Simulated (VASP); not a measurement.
Runs of VASP 6.6.1 on PbSe. The structure is that of space group P6_3/mmc (No. 194), or close to it. The cells are those of the table. 

| level | potentials or basis | cell | smearing | gap on the mesh (eV) | pressure (GPa) |
| --- | --- | --- | --- | --- | --- |
| LDA | VASP PAW LDA potentials, release 64 (Pb_d, Se) | a = 5.174, b = 5.174, c = 6.215 Å, angles 90.0, 90.0, 120.0°, 4 atoms | gaussian 0.01 eV | (b) | -2.4 |
| PBE | VASP PAW PBE potentials, release 64 (Pb_d, Se) | a = 5.208, b = 5.208, c = 6.264 Å, angles 90.0, 90.0, 120.0°, 4 atoms | fermi-dirac 0.02 eV | 1.19 | 0.0 |
| r2SCAN | VASP PAW PBE potentials, release 64 (Pb_d, Se) | a = 5.174, b = 5.174, c = 6.215 Å, angles 90.0, 90.0, 120.0°, 4 atoms | fermi-dirac 0.02 eV | 1.48 | 0.0 |
| PBE | VASP PAW PBE potentials, release 64 (Pb_d, Se) | a = 5.174, b = 5.174, c = 6.215 Å, angles 90.0, 90.0, 120.0°, 4 atoms | fermi-dirac 0.02 eV | 1.17 | (a) |

Alike in all rows: task single point; no spin polarisation; k mesh 6 × 6 × 4; cutoff (eV) 520.

Problem. Fill in the values left out.

Solution. (a) 0.8; (b) 1.03.

Caveats: spin-orbit coupling is left out, which moves the levels of the heavy elements; the PAW data sets were made with another functional, which shifts forces and pressure a little (some runs).

A k mesh can miss the band edges, and the runs leave out spin-orbit coupling on Pb, Se.
